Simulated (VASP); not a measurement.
TiSi2: single point with PBE

The system is TiSi2.

```
Ti Si
1.0
     4.37464    0.00000    0.00000
    -2.18732    3.78855    0.00000
     0.00000    0.00000    2.56101
Ti Si
1 2
Direct
  0.00000 0.00000 0.00000
  0.33333 0.66667 0.50000
  0.66667 0.33333 0.50000
```

| Item | Value |
| --- | --- |
| Program | VASP 6.6.1 |
| Task | single point |
| Functional | PBE |
| Potentials or basis | VASP PAW PBE potentials, release 64 (Ti_sv, Si) |
| Cutoff | 520 eV |
| k mesh | 3 × 3 × 4 |
| Occupations | fermi-dirac, width 0.05 eV |
| Spin | no spin polarisation |

```yaml
Pressure: -1.5 GPa
Band_gap_on_the_k_mesh: zero (bands 10 and 11 overlap by 2.03 eV)
```

Stress tensor (GPa, compression positive):
```
-7.41  0.00  0.00
 0.00 -7.41  0.00
 0.00  0.00 10.41
```

Levels at points of the mesh, in eV from the Fermi level:
```tsv
k point	band 6	band 7	band 8	band 9	band 10	band 11	band 12	band 13	band 14	band 15
(0.00, 0.00, 0.00)	-5.21	-5.21	-5.08	-1.71	-0.95	-0.95	2.82	2.82	3.38	3.38
(0.00, 0.00, 0.50)	-7.04	-2.31	-2.31	-0.83	-0.82	-0.82	-0.26	-0.26	1.38	4.36
```

Run time: 7 s on 1 thread of Intel(R) Xeon(R) Platinum 8488C (Sapphire Rapids) (shared host), peak memory 0.16 GiB.

Caveat: the k points lie up to 0.61 Å⁻¹ apart, too coarse for converged energies and pressures of a metal.
